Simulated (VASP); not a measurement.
# Na in VASP: single point with PBE

Aim: the single point of Na with PBE.

Program: VASP 6.6.1. These are calculated values, not measurements. Logs are shortened: lines on timing, memory, paths and dates and some standing lists are left out, and cuts for length are marked.

### 1 The cell of the first run

The cell holds a sublattice, 1 atom: a = 5.771 Å, b = 5.771 Å, c = 5.771 Å, α = 60.00°, β = 60.00°, γ = 60.00°.

### 2 Single point, PBE

The input, INCAR:

```
SYSTEM = Na
PREC = Accurate ; ENCUT = 400
EDIFF = 1E-6 ; ISMEAR = 0
SIGMA = 0.1 ; LREAL = .False.
LASPH = .True. ; NELM = 120
ALGO = Normal ; ISIF = 2
LWAVE = .False. ; LCHARG = .False.
GGA = PE ; NBANDS = 10
GGA_COMPAT = .False.
```

The input, KPOINTS:

```
Automatic mesh
0
Gamma
  6 6 6
  0 0 0
```

The input, POSCAR:

```
Na
1.0
    0.0000000000      4.0808828700      4.0808828700
    4.0808828700      0.0000000000      4.0808828700
    4.0808828700      4.0808828700      0.0000000000
Na
1
Direct
    0.7500000000      0.7500000000      0.7500000000
```

Potentials or basis: VASP PAW PBE potentials, release 64 (Na_pv).

Command:

```
cat potpaw_PBE.64/Na_pv/POTCAR > POTCAR
mpirun -np 1 vasp_std > vasp.out
```

OUTCAR:

```text
SYSTEM = Na
   PREC = Accurate
   ENCUT = 400
   EDIFF = 1E-6
   ISMEAR = 0
   LREAL = .False.
   LASPH = .True.
   NELM = 120
   ISIF = 2
   GGA = PE

 ion  position               nearest neighbor table
   1  0.750  0.750  0.750-

  LATTYP: Found a face centered cubic cell.
 ALAT       =     8.1617657400

  Lattice vectors:

 A1 = (   0.0000000000,   4.0808828700,   4.0808828700)
 A2 = (   4.0808828700,   0.0000000000,   4.0808828700)
 A3 = (   4.0808828700,   4.0808828700,   0.0000000000)

Analysis of symmetry for initial positions (statically):
=====================================================================
 Subroutine PRICEL returns:
 Original cell was already a primitive cell.

 Routine SETGRP: Setting up the symmetry group for a
 face centered cubic supercell.

 Subroutine GETGRP returns: Found 48 space group operations
 (whereof 24 operations were pure point group operations)
 out of a pool of 48 trial point group operations.

The static configuration has the point symmetry T_d .
 The point group associated with its full space group is O_h .

Analysis of symmetry for dynamics (positions and initial velocities):
=====================================================================
 Subroutine PRICEL returns:
 Original cell was already a primitive cell.

 Routine SETGRP: Setting up the symmetry group for a
 face centered cubic supercell.

 Subroutine GETGRP returns: Found 48 space group operations
 (whereof 24 operations were pure point group operations)
 out of a pool of 48 trial point group operations.

The dynamic configuration has the point symmetry T_d .
 The point group associated with its full space group is O_h .

 Subroutine INISYM returns: Found 48 space group operations
 (whereof 24 operations are pure point group operations),
 and found     1 'primitive' translations

----------------------------------------------------------------------------------------

                                     Primitive cell

  volume of cell :     135.9228

  direct lattice vectors                    reciprocal lattice vectors
     0.000000000  4.080882870  4.080882870    -0.122522507  0.122522507  0.122522507
     4.080882870  0.000000000  4.080882870     0.122522507 -0.122522507  0.122522507
     4.080882870  4.080882870  0.000000000     0.122522507  0.122522507 -0.122522507

  length of vectors
     5.771239901  5.771239901  5.771239901     0.212215207  0.212215207  0.212215207

  position of ions in fractional coordinates (direct lattice)
     0.750000000  0.750000000  0.750000000

  ion indices of the primitive-cell ions
   primitive index   ion index
                 1           1

----------------------------------------------------------------------------------------

 KPOINTS: Automatic mesh

Automatic generation of k-mesh.
 Grid dimensions read from file:
 generate k-points for:    6    6    6

 Generating k-lattice:

  Cartesian coordinates                     Fractional coordinates (reciprocal lattice)
    -0.020420418  0.020420418  0.020420418     0.166666667  0.000000000  0.000000000
     0.020420418 -0.020420418  0.020420418     0.000000000  0.166666667  0.000000000
     0.020420418  0.020420418 -0.020420418     0.000000000  0.000000000  0.166666667

  Length of vectors
     0.035369201  0.035369201  0.035369201

  Shift w.r.t. Gamma in fractional coordinates (k-lattice)
     0.000000000  0.000000000  0.000000000

 Subroutine IBZKPT returns following result:
 ===========================================

 Found     16 irreducible k-points:

 Following reciprocal coordinates:
            Coordinates               Weight
  0.000000  0.000000  0.000000      1.000000
  0.166667  0.000000  0.000000      8.000000
  0.333333  0.000000  0.000000      8.000000
  0.500000  0.000000  0.000000      4.000000
  0.166667  0.166667  0.000000      6.000000
  0.333333  0.166667  0.000000     24.000000
[... 8 lines left out ...]
 -0.333333  0.333333  0.166667     24.000000
 -0.333333  0.500000  0.166667     12.000000
   k-points           NKPTS =     16   k-points in BZ     NKDIM =     16   number of bands    NBANDS=     10
   number of dos      NEDOS =    301   number of ions     NIONS =      1
   total plane-waves  NPLWV =  64000
   dimension x,y,z NGX =    40 NGY =   40 NGZ =   40
   dimension x,y,z NGXF=    80 NGYF=   80 NGZF=   80
   ions per type =               1
   NGX,Y,Z   is equivalent  to a cutoff of  11.52, 11.52, 11.52 a.u.
   NGXF,Y,Z  is equivalent  to a cutoff of  23.04, 23.04, 23.04 a.u.
 SYSTEM =  Na
   PREC   = accura    normal or accurate (medium, high low for compatibility)
   ISTART =      0    job   : 0-new  1-cont  2-samecut
   ICHARG =      2    charge: 1-file 2-atom 10-const
   ISPIN  =      1    spin polarized calculation?
   LNONCOLLINEAR =      F non collinear calculations
   LSORBIT =      F    spin-orbit coupling
   LASPH  =      T    aspherical Exc in radial PAW
   ENCUT  =  400.0 eV  29.40 Ry    5.42 a.u.   9.41  9.41  9.41*2*pi/ulx,y,z
   NELM   =    120;   NELMIN=  2; NELMDL= -5     # of ELM steps
   EDIFF  = 0.1E-05   stopping-criterion for ELM
   LREAL  =      F    real-space projection
   EDIFFG = 0.1E-04   stopping-criterion for IOM
   NSW    =      0    number of steps for IOM
   IBRION =     -1    ionic relax: 0-MD 1-quasi-New 2-CG
   NFREE  =      0    steps in history (QN), initial steepest desc. (CG)
   ISIF   =      2    stress and relaxation
   ISYM   =      2    0-nonsym 1-usesym 2-fastsym
   POTIM  = 0.5000    time-step for ionic-motion
   TEBEG  =    0.0;   TEEND  =   0.0 temperature during run
   PSTRESS=    0.0 pullay stress
   NELECT =       7.0000    total number of electrons
   NUPDOWN=      -1.0000    fix difference up-down
   EMIN   =  10.00;   EMAX   =-10.00  energy-range for DOS
   EFERMI =   0.00;   METHOD = LEGACY
   ISMEAR =     0;   SIGMA  =   0.10  broadening in eV -4-tet -1-fermi 0-gaus
   EFERMI_NEDOS =   21; number of points for ismear=-14 and -15
   IALGO  =     38    algorithm
   IMIX   =      4    mixing-type and parameters
     AMIX     =   0.40;   BMIX     =  1.00
     AMIX_MAG =   1.60;   BMIX_MAG =  1.00
  volume/ion in A,a.u.               =     135.92       917.25
  Fermi-wavevector in a.u.,A,eV,Ry     =   0.609083  1.151001  5.047523  0.370983
  Thomas-Fermi vector in A             =   1.664149
   LORBIT       =      0    0 simple, 1 ext, 2 COOP (PROOUT), +10 PAW based schemes
   GGA     = PE    functional components
   LHFCALC =     F    Hartree Fock is set to
   AEXX    =    0.0000 exact exchange contribution
   IVDW    =     0    specifies the selected vdW correction
   LEPSILON=     F    determine dielectric tensor
   LRPA    =     F    only Hartree local field effects (RPA)
 non-spin polarized calculation
 Gauss-broadening in eV      SIGMA  =   0.10
  energy-cutoff  :      400.00
  volume of cell :      135.92
 maximum number of plane-waves:      2497
 NGX is ok and might be reduce to    40
   NGX = 19   NGY = 19   NGZ = 19

 number of electron       6.9999989 magnetization

 Free energy of the ion-electron system (eV)
  ---------------------------------------------------
  ext. energy  EPLUGINS =         0.00000000
  ---------------------------------------------------
  free energy    TOTEN  =        -0.56948096 eV

  energy without entropy =       -0.56240666  energy(sigma->0) =       -0.56594381

 E-fermi :  -1.7714     XC(G=0):  -3.8984

 val. band max:       -1.8287850505   @ k =   0.5000   0.3333   0.1667
 cond. band min:      -1.6470459387   @ k =   0.5000   0.0000   0.0000
 fundamental gap:      0.1817391118
 Fermi energy:        -1.7713783375

 k-point     1 :       0.0000    0.0000    0.0000
  band No.  band energies     occupation
      1     -27.8734      2.00000
      2     -27.8734      2.00000
      3     -27.8734      2.00000
      4      -3.0368      2.00000
      5       3.1700      0.00000
      6       3.1700      0.00000
      7       3.1700      0.00000
      8       3.8087      0.00000
      9       3.8087      0.00000
     10       3.8087      0.00000

 k-point     2 :       0.1667    0.0000    0.0000
  band No.  band energies     occupation
      1     -27.8736      2.00000
      2     -27.8735      2.00000
      3     -27.8735      2.00000
      4      -2.8521      2.00000
      5       1.6278      0.00000
      6       2.8642      0.00000
      7       2.8642      0.00000
      8       3.4385      0.00000
      9       4.2485      0.00000
     10       4.2485      0.00000

 k-point     3 :       0.3333    0.0000    0.0000
  band No.  band energies     occupation
      1     -27.8735      2.00000
      2     -27.8735      2.00000
      3     -27.8735      2.00000
      4      -2.3081      2.00000
      5       0.0157      0.00000
      6       2.6430      0.00000
      7       2.6430      0.00000
      8       3.1825      0.00000
      9       3.7497      0.00000
     10       3.7497      0.00000

 k-point     4 :       0.5000    0.0000    0.0000
  band No.  band energies     occupation
      1     -27.8736      2.00000
      2     -27.8736      2.00000
      3     -27.8736      2.00000
      4      -1.6470      0.07869
      5      -1.0066      0.00000
      6       2.6065      0.00000
      7       2.6065      0.00000
      8       3.1420      0.00000
      9       3.4487      0.00000
     10       3.4487      0.00000
[... 118 lines left out ...]
 k-point    14 :       0.5000    0.3333    0.1667
  band No.  band energies     occupation
      1     -27.8735      2.00000
      2     -27.8735      2.00000
      3     -27.8735      2.00000
      4      -1.8288      1.58312
      5       0.3345      0.00000
      6       0.5976      0.00000
      7       1.3436      0.00000
      8       3.4270      0.00000
      9       3.5547      0.00000
     10       4.2783      0.00000

 k-point    15 :      -0.3333    0.3333    0.1667
  band No.  band energies     occupation
      1     -27.8735      2.00000
      2     -27.8735      2.00000
      3     -27.8735      2.00000
      4      -1.1921      0.00000
      5      -0.5288      0.00000
      6       0.5066      0.00000
      7       0.9523      0.00000
      8       3.5292      0.00000
      9       3.8333      0.00000
     10       5.0029      0.00000

 k-point    16 :      -0.3333    0.5000    0.1667
  band No.  band energies     occupation
      1     -27.8736      2.00000
      2     -27.8735      2.00000
      3     -27.8735      2.00000
      4      -0.9206      0.00000
      5      -0.3693      0.00000
      6       0.3558      0.00000
      7       0.4369      0.00000
      8       3.1985      0.00000
      9       3.3174      0.00000
     10       5.4187      0.00000

------------------------ aborting loop because EDIFF is reached ----------------------------------------

  FORCE on cell =-STRESS in cart. coord.  units (eV):
  Direction    XX          YY          ZZ          XY          YZ          ZX
  --------------------------------------------------------------------------------------
  -------------------------------------------------------------------------------------
  Total       -0.7546623     -0.7546623     -0.7546623      0.0000000      0.0000000     -0.0000000
  in kB       -8.8955102     -8.8955102     -8.8955102      0.0000000      0.0000000     -0.0000000
  external PRESSURE =      -8.8955102 kB  Pullay stress =       0.0000000 kB

 VOLUME and BASIS-vectors are now :
 -----------------------------------------------------------------------------
  energy-cutoff  :      400.00
  volume of cell :      135.92
      direct lattice vectors                 reciprocal lattice vectors
     0.000000000  4.080882870  4.080882870    -0.122522507  0.122522507  0.122522507
     4.080882870  0.000000000  4.080882870     0.122522507 -0.122522507  0.122522507
     4.080882870  4.080882870  0.000000000     0.122522507  0.122522507 -0.122522507

 POSITION                                       TOTAL-FORCE (eV/Angst)
 -----------------------------------------------------------------------------------
      6.12132      6.12132      6.12132         0.000000      0.000000     -0.000000
 -----------------------------------------------------------------------------------
    total drift:                                0.000000     -0.000000      0.000000

  FREE ENERGIE OF THE ION-ELECTRON SYSTEM (eV)
  ---------------------------------------------------
  free  energy   TOTEN  =        -0.5694809592 eV

  energy  without entropy=       -0.5624066567  energy(sigma->0) =       -0.56594381
```

It took 24 s on 1 thread of Intel Xeon 8259CL, shared host; peak memory 0.22 GiB.

What came out:

```yaml
Free_energy: -0.5695 eV
Pressure: -0.9 GPa
```
